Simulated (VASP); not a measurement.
# W2Se: single point with PBE

The system is W2Se.

```
W Se
1.0
     2.96226    0.00000    0.00000
    -1.48113    2.56539    0.00000
     0.00000    0.00000   13.28471
W Se
4 2
Cartesian
  0.0000 0.0000 7.5941
  0.0000 0.0000 0.9518
  0.0000 1.7103 9.8565
  1.4811 0.8551 3.2141
  0.0000 0.0000 5.0517
  0.0000 0.0000 11.6940
```

* Program: VASP 6.6.1
* Task: single point
* Functional: PBE
* Potentials or basis: VASP PAW PBE potentials, release 64 (W_sv, Se)
* Cutoff: 520 eV
* k mesh: 12 × 12 × 4
* Occupations: gaussian, width 0.1 eV
* Spin: no spin polarisation
* Dipole correction: no
* Further INCAR settings: ALGO = Normal; EDIFF = 1e-07; NBANDS = 43

The pressure is 4.1 GPa. The largest force is 0.037 eV/Å. The band gap on the k mesh is zero (bands 34 and 35 overlap by 0.93 eV).

Forces on the atoms (eV/Å):
```
W    0.000  0.000 -0.006
W    0.000  0.000 -0.006
W    0.000  0.000 -0.031
W    0.000  0.000 -0.031
Se   0.000  0.000  0.037
Se   0.000  0.000  0.037
```

Stress tensor (GPa, compression positive):
```
4.05 0.00 0.00
0.00 4.05 0.00
0.00 0.00 4.29
```

Levels at points of the mesh, in eV from the Fermi level:
```tsv
k point	band 32	band 33	band 34	band 35	band 36	band 37
(0.00, 0.00, 0.00)	-0.40	-0.33	-0.33	0.49	0.49	0.88
(0.50, 0.00, 0.00)	-0.32	0.02	0.05	1.24	1.33	2.74
(0.00, 0.00, 0.50)	-0.36	-0.36	-0.36	0.67	0.67	0.67
(0.50, 0.00, 0.50)	-0.81	0.56	0.56	0.58	0.58	3.40
```

Wall time 2.1 min on 1 thread of Intel(R) Xeon(R) 6975P-C (Granite Rapids), on a shared host, peak memory 0.33 GiB.

Caveat: the cell stands under pressure; spin-orbit coupling is left out, which moves the levels of the heavy elements.
